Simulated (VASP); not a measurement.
A run of VASP 6.6.1:

The input INCAR:

```
PREC = Accurate
ENCUT = 520
EDIFF = 1E-6
ISMEAR = 0
SIGMA = 0.1
LREAL = False
LASPH = True
NELM = 100
ALGO = Normal
ISIF = 2
LWAVE = False
LCHARG = True
GGA = PE
LELF = True
LVHAR = True
NBANDS = 28
```

File KPOINTS:

```
Automatic mesh
0
Gamma
  6 6 4
```

Contents of POSCAR:

```
Si8N
1.0
    7.9261672706      0.0000000057      0.0000000000
   -3.9630836402      6.8642622081      0.0000000000
    0.0000000000      0.0000000000      2.9807355841
Si N
8 1
Direct
    0.8349819069      0.1650180931      0.0000000000
    0.8349819069      0.6699638138      0.0000000000
    0.3300361862      0.1650180931      0.0000000000
    0.1650180931      0.8349819069      0.0000000000
    0.1650180931      0.3300361862      0.0000000000
    0.6699638138      0.8349819069      0.0000000000
    0.3333333333      0.6666666667      0.0000000000
    0.6666666667      0.3333333333      0.0000000000
    0.0000000000      0.0000000000      0.5000000000
```

Potentials or basis: VASP PAW PBE potentials, release 64 (Si, N).

The run is started by

```sh
$ cat potpaw_PBE.64/Si/POTCAR potpaw_PBE.64/N/POTCAR > POTCAR
$ mpirun -np 1 vasp_std > vasp.out
```

Hardware: 1 thread of Intel Xeon 8259CL (shared host).

Task: Estimate the wall time of this run.

Result: It took 2.9 min on 1 thread of Intel Xeon 8259CL, with other jobs on the host, peak memory 0.31 GiB. Counts: scf iterations 15, k points 21.
